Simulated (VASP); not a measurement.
Input of a VASP 6.6.1 run:

File INCAR:

```
SYSTEM = Si4Cl
ALGO     = Normal         ! electronic algorithm
DIPOL    = 0.5 0.5 0.493
EDIFF    = 1E-6           ! SCF threshold, eV
ENCUT    = 520            ! plane-wave cutoff, eV
GGA      = PE             ! functional
IDIPOL   = 3            
ISIF     = 2              ! what is computed and relaxed
ISMEAR   = 0              ! smearing method
IVDW     = 12             ! dispersion correction
LASPH    = .True.         ! aspherical terms in the spheres
LCHARG   = .False.        ! write CHGCAR
LDIPOL   = .True.       
LREAL    = Auto         
LWAVE    = .False.        ! write WAVECAR
NBANDS   = 62             ! bands
NELM     = 60             ! most SCF steps
PREC     = Accurate       ! precision mode
SIGMA    = 0.05           ! smearing width, eV
```

Contents of KPOINTS:

```
k-points
0
Gamma
  2 3 1
  0 0 0
```

POSCAR

```
Si4Cl
1.0
    7.6671877233      0.0000000000      0.0000000000
    0.0000000000      5.4215204318      0.0000000000
    0.0000000000      0.0000000000     23.4442129496
Si Cl
16 4
Direct
    0.2500000000      0.0000000000      0.4134846488
    0.7500000000      0.0000000000      0.4134846488
    0.5000000000      0.2500000000      0.4134846488
    0.0000000000      0.2500000000      0.4134846488
    0.5000000000      0.5000000000      0.4952445669
    0.0000000000      0.5000000000      0.4952445669
    0.7500000000      0.7500000000      0.4952445669
    0.2500000000      0.7500000000      0.4952445669
    0.7500000000      0.0091308449      0.5750064736
    0.2500000000      0.0091308449      0.5750064736
    0.0000000000      0.2408691551      0.5750064736
    0.5000000000      0.2408691551      0.5750064736
    0.0000000000      0.5157718464      0.6485963292
    0.5000000000      0.5157718464      0.6485963292
    0.2500000000      0.7342281536      0.6485963292
    0.7500000000      0.7342281536      0.6485963292
    0.2500000000      0.8573714030      0.3323298459
    0.7500000000      0.8573714030      0.3323298459
    0.5000000000      0.3926285970      0.3323298459
    0.0000000000      0.3926285970      0.3323298459
```

Potentials or basis: VASP PAW PBE potentials, release 64 (Si, Cl).

The run is started by

```console
$ cat potpaw_PBE.64/Si/POTCAR potpaw_PBE.64/Cl/POTCAR > POTCAR
$ mpirun -np 1 vasp_std > vasp.out
```

Question: Predict the band gap on the k mesh.

Answer: Zero (band 46 reaches -0.86 eV, above the bottom of band 47 at -0.98 eV).

Question: Estimate the dispersion energy per atom.

Answer: -0.252 eV.

Question: Estimate the largest force.

Answer: 0.546 eV/Å.

Forces in eV/Å, atoms in the order of the input:
```
Si   0.000  0.536  0.106
Si   0.000  0.536  0.106
Si   0.000 -0.536  0.106
Si   0.000 -0.536  0.106
Si   0.000  0.380 -0.149
Si   0.000  0.380 -0.149
Si   0.000 -0.380 -0.149
Si   0.000 -0.380 -0.149
Si   0.000 -0.003 -0.005
Si   0.000 -0.003 -0.005
Si   0.000  0.003 -0.005
Si   0.000  0.003 -0.005
Si   0.000  0.006  0.002
Si   0.000  0.006  0.002
Si   0.000 -0.006  0.002
Si   0.000 -0.006  0.002
Cl   0.000  0.023  0.046
Cl   0.000  0.023  0.046
Cl   0.000 -0.023  0.046
Cl   0.000 -0.023  0.046
```

Caveat: the k points lie up to 0.41 Å⁻¹ apart.
